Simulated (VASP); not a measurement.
# SrCd (Pm-3m) in VASP: notebook

The runs below take SrCd through single point, with LDA.

Everything below comes from runs of VASP 6.6.1. Logs are shortened: lines on timing, memory, paths and dates and some standing lists are left out, and cuts for length are marked.

### 1 The cell of the first run

Symmetry: Pm-3m, No. 221, cubic system. Conventional cell: a = 4.003 Å, b = 4.003 Å, c = 4.003 Å, α = 90.00°, β = 90.00°, γ = 90.00°. Within 4.6 Å of Sr (site symmetry m-3m) lie 8 Cd at 3.47 Å and 6 Sr at 4.00 Å. Cd (site symmetry m-3m) has 8 Sr at 3.47 Å and 6 Cd at 4.00 Å within 4.6 Å.

### 2 Single point, LDA

Input file INCAR:

```
SYSTEM = SrCd
  PREC = Accurate
  ENCUT = 500
  EDIFF = 1E-6
  ISMEAR = 0
  SIGMA = 0.1
  LREAL = .FALSE.
  LASPH = .TRUE.
  NELM = 120
  ALGO = Normal
  ISIF = 2
  LWAVE = .FALSE.
  LCHARG = .TRUE.
  LELF = .TRUE.
  LVHAR = .TRUE.
  NBANDS = 18
  GGA_COMPAT = .FALSE.
```

Input file KPOINTS:

```
regular mesh
0
G
  8 8 8
  0 0 0
```

Input file POSCAR:

```
SrCd
1.0
    4.0030000000      0.0000000000      0.0000000000
    0.0000000000      4.0030000000      0.0000000000
    0.0000000000      0.0000000000      4.0030000000
Sr Cd
1 1
Direct
    0.5000000000      0.5000000000      0.5000000000
    0.0000000000      0.0000000000      0.0000000000
```

Potentials or basis: VASP PAW LDA potentials, release 64 (Sr_sv, Cd).

Command:

```sh
cat potpaw_LDA.64/Sr_sv/POTCAR potpaw_LDA.64/Cd/POTCAR > POTCAR
mpirun -np 1 vasp_std > vasp.out
```

OUTCAR:

```text
SYSTEM = SrCd
   PREC = Accurate
   ENCUT = 500
   EDIFF = 1E-6
   ISMEAR = 0
   LREAL = .FALSE.
   LASPH = .TRUE.
   NELM = 120
   ISIF = 2

 ion  position               nearest neighbor table
   1  0.500  0.500  0.500-   2 3.47   2 3.47   2 3.47   2 3.47   2 3.47   2 3.47   2 3.47   2 3.47

   2  0.000  0.000  0.000-   1 3.47   1 3.47   1 3.47   1 3.47   1 3.47   1 3.47   1 3.47   1 3.47

  LATTYP: Found a simple cubic cell.
 ALAT       =     4.0030000000

  Lattice vectors:

 A1 = (   4.0030000000,   0.0000000000,   0.0000000000)
 A2 = (   0.0000000000,   4.0030000000,   0.0000000000)
 A3 = (   0.0000000000,   0.0000000000,   4.0030000000)

Analysis of symmetry for initial positions (statically):
=====================================================================
 Subroutine PRICEL returns:
 Original cell was already a primitive cell.

 Routine SETGRP: Setting up the symmetry group for a
 simple cubic supercell.

 Subroutine GETGRP returns: Found 48 space group operations
 (whereof 48 operations were pure point group operations)
 out of a pool of 48 trial point group operations.

The static configuration has the point symmetry O_h .

Analysis of symmetry for dynamics (positions and initial velocities):
=====================================================================
 Subroutine PRICEL returns:
 Original cell was already a primitive cell.

 Routine SETGRP: Setting up the symmetry group for a
 simple cubic supercell.

 Subroutine GETGRP returns: Found 48 space group operations
 (whereof 48 operations were pure point group operations)
 out of a pool of 48 trial point group operations.

The dynamic configuration has the point symmetry O_h .

 Subroutine INISYM returns: Found 48 space group operations
 (whereof 48 operations are pure point group operations),
 and found     1 'primitive' translations

----------------------------------------------------------------------------------------

                                     Primitive cell

  volume of cell :      64.1441

  direct lattice vectors                    reciprocal lattice vectors
     4.003000000  0.000000000  0.000000000     0.249812641  0.000000000  0.000000000
     0.000000000  4.003000000  0.000000000     0.000000000  0.249812641  0.000000000
     0.000000000  0.000000000  4.003000000     0.000000000  0.000000000  0.249812641

  length of vectors
     4.003000000  4.003000000  4.003000000     0.249812641  0.249812641  0.249812641

  position of ions in fractional coordinates (direct lattice)
     0.500000000  0.500000000  0.500000000
     0.000000000  0.000000000  0.000000000

  ion indices of the primitive-cell ions
   primitive index   ion index
                 1           1
                 2           2

----------------------------------------------------------------------------------------

 KPOINTS: regular mesh

Automatic generation of k-mesh.
 Grid dimensions read from file:
 generate k-points for:    8    8    8

 Generating k-lattice:

  Cartesian coordinates                     Fractional coordinates (reciprocal lattice)
     0.031226580  0.000000000  0.000000000     0.125000000  0.000000000  0.000000000
     0.000000000  0.031226580  0.000000000     0.000000000  0.125000000  0.000000000
     0.000000000  0.000000000  0.031226580     0.000000000  0.000000000  0.125000000

  Length of vectors
     0.031226580  0.031226580  0.031226580

  Shift w.r.t. Gamma in fractional coordinates (k-lattice)
     0.000000000  0.000000000  0.000000000

 Subroutine IBZKPT returns following result:
 ===========================================

 Found     35 irreducible k-points:

 Following reciprocal coordinates:
            Coordinates               Weight
  0.000000  0.000000  0.000000      1.000000
  0.125000  0.000000  0.000000      6.000000
  0.250000  0.000000  0.000000      6.000000
  0.375000  0.000000  0.000000      6.000000
  0.500000  0.000000  0.000000      3.000000
  0.125000  0.125000  0.000000     12.000000
[... 16 lines left out ...]
  0.375000  0.375000  0.125000     24.000000
  0.500000  0.375000  0.125000     24.000000
 [... further k-points ...]
   k-points           NKPTS =     35   k-points in BZ     NKDIM =     35   number of bands    NBANDS=     18
   number of dos      NEDOS =    301   number of ions     NIONS =      2
   total plane-waves  NPLWV =  27000
   dimension x,y,z NGX =    30 NGY =   30 NGZ =   30
   dimension x,y,z NGXF=    60 NGYF=   60 NGZF=   60
   ions per type =               1   1
   NGX,Y,Z   is equivalent  to a cutoff of  12.46, 12.46, 12.46 a.u.
   NGXF,Y,Z  is equivalent  to a cutoff of  24.92, 24.92, 24.92 a.u.
 SYSTEM =  SrCd
   PREC   = accura    normal or accurate (medium, high low for compatibility)
   ISTART =      0    job   : 0-new  1-cont  2-samecut
   ICHARG =      2    charge: 1-file 2-atom 10-const
   ISPIN  =      1    spin polarized calculation?
   LNONCOLLINEAR =      F non collinear calculations
   LSORBIT =      F    spin-orbit coupling
   LASPH  =      T    aspherical Exc in radial PAW
   ENCUT  =  500.0 eV  36.75 Ry    6.06 a.u.   7.30  7.30  7.30*2*pi/ulx,y,z
   NELM   =    120;   NELMIN=  2; NELMDL= -5     # of ELM steps
   EDIFF  = 0.1E-05   stopping-criterion for ELM
   LREAL  =      F    real-space projection
   EDIFFG = 0.1E-04   stopping-criterion for IOM
   NSW    =      0    number of steps for IOM
   IBRION =     -1    ionic relax: 0-MD 1-quasi-New 2-CG
   NFREE  =      0    steps in history (QN), initial steepest desc. (CG)
   ISIF   =      2    stress and relaxation
   ISYM   =      2    0-nonsym 1-usesym 2-fastsym
   POTIM  = 0.5000    time-step for ionic-motion
   TEBEG  =    0.0;   TEEND  =   0.0 temperature during run
   PSTRESS=    0.0 pullay stress
   NELECT =      22.0000    total number of electrons
   NUPDOWN=      -1.0000    fix difference up-down
   EMIN   =  10.00;   EMAX   =-10.00  energy-range for DOS
   EFERMI =   0.00;   METHOD = LEGACY
   ISMEAR =     0;   SIGMA  =   0.10  broadening in eV -4-tet -1-fermi 0-gaus
   EFERMI_NEDOS =   21; number of points for ismear=-14 and -15
   IALGO  =     38    algorithm
   IMIX   =      4    mixing-type and parameters
     AMIX     =   0.40;   BMIX     =  1.00
     AMIX_MAG =   1.60;   BMIX_MAG =  1.00
  volume/ion in A,a.u.               =      32.07       216.43
  Fermi-wavevector in a.u.,A,eV,Ry     =   1.145944  2.165521 17.867009  1.313188
  Thomas-Fermi vector in A             =   2.282631
   LORBIT       =      0    0 simple, 1 ext, 2 COOP (PROOUT), +10 PAW based schemes
   GGA     = CA    functional components
   LHFCALC =     F    Hartree Fock is set to
   AEXX    =    0.0000 exact exchange contribution
   IVDW    =     0    specifies the selected vdW correction
   LEPSILON=     F    determine dielectric tensor
   LRPA    =     F    only Hartree local field effects (RPA)
 non-spin polarized calculation
 Gauss-broadening in eV      SIGMA  =   0.10
  energy-cutoff  :      500.00
  volume of cell :       64.14
 maximum number of plane-waves:      1654
 NGX is ok and might be reduce to    30
   NGX = 15   NGY = 15   NGZ = 15

 number of electron      21.9999998 magnetization

 Free energy of the ion-electron system (eV)
  ---------------------------------------------------
  ext. energy  EPLUGINS =         0.00000000
  ---------------------------------------------------
  free energy    TOTEN  =        -4.07509758 eV

  energy without entropy =       -4.06621756  energy(sigma->0) =       -4.07065757

 E-fermi :   2.1015     XC(G=0):  -9.4356

 val. band max:        2.0931878768   @ k =   0.5000   0.5000   0.0000
 cond. band min:       2.1054942944   @ k =   0.2500   0.2500   0.0000
 fundamental gap:      0.0123064176
 Fermi energy:         2.1015030821

 k-point     1 :       0.0000    0.0000    0.0000
  band No.  band energies     occupation
      1     -33.5206      2.00000
      2     -15.5575      2.00000
      3     -15.5575      2.00000
      4     -15.5575      2.00000
      5      -6.5579      2.00000
      6      -6.5579      2.00000
[... 10 lines left out ...]
     17       7.2394      0.00000
     18       7.2394      0.00000

 k-point     2 :       0.1250    0.0000    0.0000
  band No.  band energies     occupation
      1     -33.5188      2.00000
      2     -15.5931      2.00000
      3     -15.5550      2.00000
      4     -15.5550      2.00000
      5      -6.5538      2.00000
      6      -6.5324      2.00000
[... 10 lines left out ...]
     17       7.8500      0.00000
     18       7.8500      0.00000

 k-point     3 :       0.2500    0.0000    0.0000
  band No.  band energies     occupation
      1     -33.5144      2.00000
      2     -15.6775      2.00000
      3     -15.5488      2.00000
      4     -15.5488      2.00000
      5      -6.5439      2.00000
      6      -6.4711      2.00000
[... 10 lines left out ...]
     17       8.8950      0.00000
     18       8.8950      0.00000

 k-point     4 :       0.3750    0.0000    0.0000
  band No.  band energies     occupation
      1     -33.5100      2.00000
      2     -15.7598      2.00000
      3     -15.5426      2.00000
      4     -15.5426      2.00000
      5      -6.5341      2.00000
      6      -6.4345      2.00000
[... 375 lines left out ...]
      4     -15.5599      2.00000
      5      -6.5071      2.00000
      6      -6.4647      2.00000
[... 10 lines left out ...]
     17       8.3003      0.00000
     18       9.2094      0.00000

 k-point    23 :       0.3750    0.3750    0.1250
  band No.  band energies     occupation
      1     -33.4980      2.00000
      2     -15.7263      2.00000
      3     -15.7209      2.00000
      4     -15.5549      2.00000
      5      -6.5260      2.00000
      6      -6.4663      2.00000
[... 10 lines left out ...]
     17       8.1740      0.00000
     18       8.7181      0.00000

 k-point    24 :       0.5000    0.3750    0.1250
  band No.  band energies     occupation
      1     -33.4963      2.00000
      2     -15.7543      2.00000
      3     -15.7183      2.00000
      4     -15.5514      2.00000
      5      -6.5390      2.00000
      6      -6.4703      2.00000
[... 10 lines left out ...]
     17       8.3227      0.00000
     18       8.8350      0.00000

 [... further k-points ...]

------------------------ aborting loop because EDIFF is reached ----------------------------------------

  FORCE on cell =-STRESS in cart. coord.  units (eV):
  Direction    XX          YY          ZZ          XY          YZ          ZX
  --------------------------------------------------------------------------------------
  -------------------------------------------------------------------------------------
  Total       -0.8557968     -0.8557968     -0.8557968      0.0000000     -0.0000000     -0.0000000
  in kB      -21.3759031    -21.3759031    -21.3759031      0.0000000     -0.0000000     -0.0000000
  external PRESSURE =     -21.3759031 kB  Pullay stress =       0.0000000 kB

 VOLUME and BASIS-vectors are now :
 -----------------------------------------------------------------------------
  energy-cutoff  :      500.00
  volume of cell :       64.14
      direct lattice vectors                 reciprocal lattice vectors
     4.003000000  0.000000000  0.000000000     0.249812641  0.000000000  0.000000000
     0.000000000  4.003000000  0.000000000     0.000000000  0.249812641  0.000000000
     0.000000000  0.000000000  4.003000000     0.000000000  0.000000000  0.249812641

 POSITION                                       TOTAL-FORCE (eV/Angst)
 -----------------------------------------------------------------------------------
      2.00150      2.00150      2.00150         0.000000      0.000000      0.000000
      0.00000      0.00000      0.00000         0.000000      0.000000      0.000000
 -----------------------------------------------------------------------------------
    total drift:                                0.000000      0.000000     -0.000000

  FREE ENERGIE OF THE ION-ELECTRON SYSTEM (eV)
  ---------------------------------------------------
  free  energy   TOTEN  =        -4.0750975842 eV

  energy  without entropy=       -4.0662175620  energy(sigma->0) =       -4.07065757
```

Wall time 46 s (1 thread of Intel Xeon 8259CL, shared host); peak memory 0.18 GiB.

What came out:

```yaml
Free_energy: -4.0751 eV
Pressure: -2.1 GPa
Band_gap_on_the_k_mesh: zero (bands 11 and 12 overlap by 2.12 eV)
```

Levels at points of the mesh, in eV from the Fermi level:
| k point | band 7 | band 8 | band 9 | band 10 | band 11 | band 12 | band 13 | band 14 | band 15 | band 16 |
| --- | --- | --- | --- | --- | --- | --- | --- | --- | --- | --- |
| (0.00, 0.00, 0.00) | -8.51 | -8.51 | -8.51 | -5.87 | 1.29 | 1.29 | 3.97 | 3.97 | 3.97 | 5.14 |
| (0.50, 0.00, 0.00) | -8.54 | -8.50 | -8.49 | -3.65 | -2.45 | 1.68 | 2.17 | 2.17 | 5.19 | 6.07 |
| (0.50, 0.50, 0.00) | -8.57 | -8.57 | -8.38 | -3.21 | -0.01 | -0.01 | 1.06 | 3.79 | 3.79 | 6.11 |
| (0.50, 0.50, 0.50) | -8.59 | -8.38 | -8.38 | -0.88 | -0.82 | -0.82 | -0.82 | 4.65 | 4.65 | 4.65 |

(Continued in part 2 of 2.)
